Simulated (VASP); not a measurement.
Runs of VASP 6.6.1 on SnTe. The structure is that of space group Fm-3m (No. 225), or close to it. The cells are those of the table. 

```csv
task,cell,gap on the mesh (eV),pressure (GPa)
relaxation of cell and atoms,"relaxed to 20 GPa from a = 4.456 Å, angles 60.0°, 2 atoms",(a),20.0
single point,"a = 4.285 Å, angles 60.0°, 2 atoms",0.23,10.0
relaxation of cell and atoms,"relaxed to 10 GPa from a = 4.456 Å, angles 60.0°, 2 atoms",0.23,10.0
relaxation of cell and atoms,"relaxed from a = 4.456 Å, angles 60.0°, 2 atoms",0.05,0.0
relaxation of cell and atoms,"relaxed to 5 GPa from a = 4.456 Å, angles 60.0°, 2 atoms",0.25,5.0
```

Alike in all rows: level PBE; potentials or basis VASP PAW PBE potentials, release 64 (Sn_d, Te); no spin polarisation; k mesh 6 × 6 × 6; cutoff (eV) 500; smearing fermi-dirac 0.05 eV.

Question: Fill in the values left out.

Answer: (a) none.

Caveats: spin-orbit coupling is left out, which moves the levels of the heavy elements; the cell is relaxed towards a set pressure, so the enthalpy falls and the energy may rise (some runs).

A k mesh can miss the band edges, and the runs leave out spin-orbit coupling on Sn, Te.
